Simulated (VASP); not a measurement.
Write the native input for VASP 6.6.1 that does the following.

```
Task                   : single point
Functional             : PBE
Potentials or basis    : VASP PAW PBE potentials, release 64 (Zn, Se)
Cutoff                 : 520 eV
k mesh                 : 1 × 1 × 7
Occupations            : gaussian, width 0.05 eV
Spin                   : no spin polarisation
Dipole correction      : no
Further INCAR settings : LREAL = Auto; ALGO = Normal; EDIFF = 1e-06; NBANDS = 86
```

The structure of ZnSe lies in POSCAR:

```
ZnSe
1.0
   13.9000000000      0.0000000000      0.0000000000
    0.0000000000     14.2000000000      0.0000000000
    0.0000000000      0.0000000000      7.0826552435
Zn Se
8 8
Direct
    0.6794406371      0.5000000000      0.6666666667
    0.5000000000      0.6756496377      0.6666666667
    0.6268836913      0.6242030500      0.1666666667
    0.3205593629      0.5000000000      0.6666666667
    0.3731163087      0.6242030500      0.1666666667
    0.5000000000      0.3243503623      0.6666666667
    0.3731163087      0.3757969500      0.1666666667
    0.6268836913      0.3757969500      0.1666666667
    0.6379759556      0.6350609706      0.8333333333
    0.6951274676      0.5000000000      0.3333333333
    0.3620240444      0.6350609706      0.8333333333
    0.5000000000      0.6910050564      0.3333333333
    0.3620240444      0.3649390294      0.8333333333
    0.3048725324      0.5000000000      0.3333333333
    0.6379759556      0.3649390294      0.8333333333
    0.5000000000      0.3089949436      0.3333333333
```

These files were run (other wordings do the same):

INCAR

```
SYSTEM = ZnSe
ALGO     = Normal         ! electronic algorithm
EDIFF    = 1E-6           ! SCF threshold, eV
ENCUT    = 520            ! plane-wave cutoff, eV
GGA      = PE             ! functional
ISIF     = 2              ! what is computed and relaxed
ISMEAR   = 0              ! smearing method
LASPH    = .TRUE.         ! aspherical terms in the spheres
LCHARG   = .TRUE.         ! write CHGCAR
LELF     = .TRUE.         ! ELF
LREAL    = Auto         
LVHAR    = .TRUE.       
LWAVE    = .FALSE.        ! write WAVECAR
NBANDS   = 86             ! bands
NELM     = 60             ! most SCF steps
PREC     = Accurate       ! precision mode
SIGMA    = 0.05           ! smearing width, eV
```

KPOINTS

```
k-points
0
G
  1 1 7
  0 0 0
```

Potentials or basis: VASP PAW PBE potentials, release 64 (Zn, Se).

Launch:

```bash
$ cat potpaw_PBE.64/Zn/POTCAR potpaw_PBE.64/Se/POTCAR > POTCAR
$ mpirun -np 1 vasp_std > vasp.out
```

It gave:

The largest force is 1.579 eV/Å. The band gap on the k mesh is 1.69 eV.

It took 10 min on 1 thread of Intel(R) Xeon(R) 6975P-C (Granite Rapids), on a shared host, peak memory 1.2 GiB.
